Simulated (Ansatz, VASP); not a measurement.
# Two plane-wave programs on Ge5Br

INCAR

```
  PREC = Accurate
  ENCUT = 520
  EDIFF = 1E-7
  ISMEAR = 0
  SIGMA = 0.1
  LREAL = F
  LASPH = T
  NELM = 60
  ALGO = Normal
  ISIF = 2
  LWAVE = F
  LCHARG = T
  GGA = PE
  LELF = T
  LVHAR = T
  NBANDS = 48
```

File KPOINTS:

```
Automatic mesh
0
Gamma
  6 6 4
```

Contents of POSCAR:

```
Ge5Br
1.0
    4.8661154700      0.0000000000      0.0000000000
   -2.4330577300      4.2141796100      0.0000000000
    0.0000000000      0.0000000000      6.6055122000
Ge Br
5 1
Direct
    0.6666666700      0.3333333300      0.7959949400
    0.0000000000      0.0000000000      0.0000000000
    0.6666666700      0.3333333300      0.2040050600
    0.3333333300      0.6666666700      0.2040050600
    0.3333333300      0.6666666700      0.7959949400
    0.0000000000      0.0000000000      0.5000000000
```

Input for Ansatz:

```yaml
crystal:
  lattice:
    - [4.86611547, 0.0, 0.0]
    - [-2.43305773, 4.21417961, 0.0]
    - [0.0, 0.0, 6.6055122]
  atoms:
    - { symbol: Ge, position: [0.66666667, 0.33333333, 0.79599494] }
    - { symbol: Ge, position: [0.0, 0.0, 0.0] }
    - { symbol: Ge, position: [0.66666667, 0.33333333, 0.20400506] }
    - { symbol: Ge, position: [0.33333333, 0.66666667, 0.20400506] }
    - { symbol: Ge, position: [0.33333333, 0.66666667, 0.79599494] }
    - { symbol: Br, position: [0.0, 0.0, 0.5] }
basis:
  ecutwfc: 420
kpoints:
  mp_grid: { grid: [6, 6, 4] }
hamiltonian:
  xc: pbe
scf:
  occupations: { method: gaussian, width: 0.1 }
  lower_state_search: "off"
output:
  forces: true
  stress: true
  eigenvalues: true
```

Change from the starting cell: species swapped into the BaSn5 type (P6/mmm, No. 191).

Alike in both runs: task single point; functional PBE; k mesh 6 × 6 × 4; occupations gaussian, width 0.1 eV; no spin polarisation.

|  | VASP | Ansatz |
| --- | --- | --- |
| version | VASP 6.6.1 | Ansatz 0.2.0 |
| potentials or method | VASP PAW PBE potentials, release 64 (Ge_d, Br), cutoff 520 eV | scalar-relativistic, plane waves, PAW |
| valence electrons in the cell | 77 | 77 |

|  | VASP | Ansatz | Ansatz less VASP |
| --- | --- | --- | --- |
| gap on the k mesh at the Fermi level (eV) | none | none | - |
| pressure (GPa) | -1.1 | -1.1 | 0.00 |
| traceless stress, the component that is largest in VASP (GPa) | 2.98 | 2.99 | +0.007 |
| rms of the force components (eV/Å) | 0.006 | 0.007 | +0.0017 |

Atom by atom the forces differ by 0.002 eV/Å (rms over components). A gap of «none» marks a metal or a gap that the smearing closes. The functional is the same, so the differences come from potentials, cutoffs and numerics.
